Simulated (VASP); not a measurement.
Set up this calculation in VASP 6.6.1, as the native input.

* Task: relaxation of cell and atoms
* Functional: PBE
* Potentials or basis: VASP PAW PBE potentials, release 64 (Ga_d, P, As)
* Cutoff: 600 eV
* k mesh: 6 × 6 × 6
* Occupations: gaussian, width 0.02 eV
* Spin: no spin polarisation
* Dipole correction: no
* Further INCAR settings: ALGO = Normal; EDIFF = 1e-06; IBRION = 2; EDIFFG = -0.01; NSW = 100; ISIF = 3

The structure of Ga4AsP3 lies in POSCAR:

```
Ga4AsP3
1.0
    5.5601660906      0.0000000000      0.0000000000
    0.0000000000      5.5601660906      0.0000000000
    0.0000000000      0.0000000000      5.5601660906
Ga P As
4 3 1
Direct
    0.7541368987      0.7541368987      0.2458631013
    0.7541368987      0.2458631013      0.7541368987
    0.2458631013      0.7541368987      0.7541368987
    0.2458631013      0.2458631013      0.2458631013
    0.5000000000      0.0000000000      0.0000000000
    0.0000000000      0.5000000000      0.0000000000
    0.0000000000      0.0000000000      0.5000000000
    0.5000000000      0.5000000000      0.5000000000
```

These files were run (other wordings do the same):

INCAR

```
PREC = Accurate
ENCUT = 600
EDIFF = 1E-6
ISMEAR = 0
SIGMA = 0.02
LREAL = F
LASPH = T
NELM = 80
ALGO = Normal
ISIF = 3
LWAVE = F
LCHARG = F
GGA = PE
IBRION = 2
NSW = 100
EDIFFG = -0.01
```

KPOINTS

```
regular mesh
0
Gamma
  6 6 6
```

Potentials or basis: VASP PAW PBE potentials, release 64 (Ga_d, P, As).

Command:

```console
$ cat potpaw_PBE.64/Ga_d/POTCAR potpaw_PBE.64/P/POTCAR potpaw_PBE.64/As/POTCAR > POTCAR
$ mpirun -np 1 vasp_std > vasp.out
```

It gave:

```json
{
 "Relaxed volume": "21.55 Å³/atom",
 "Relaxed cell": "a = 5.566 Å, b = 5.566 Å, c = 5.566 Å, α = 90.00°, β = 90.00°, γ = 90.00°",
 "Space group after relaxing (to 0.1 Å)": "P-43m (No. 215)",
 "Energy gained by relaxing": "0.1 meV/atom",
 "Ionic steps": "6",
 "Pressure after relaxing": "0.0 GPa",
 "Band gap on the k mesh": "1.15 eV"
}
```

It took 10 min on 1 thread of Intel(R) Xeon(R) Platinum 8488C (Sapphire Rapids), with other jobs on the host, peak memory 0.43 GiB.
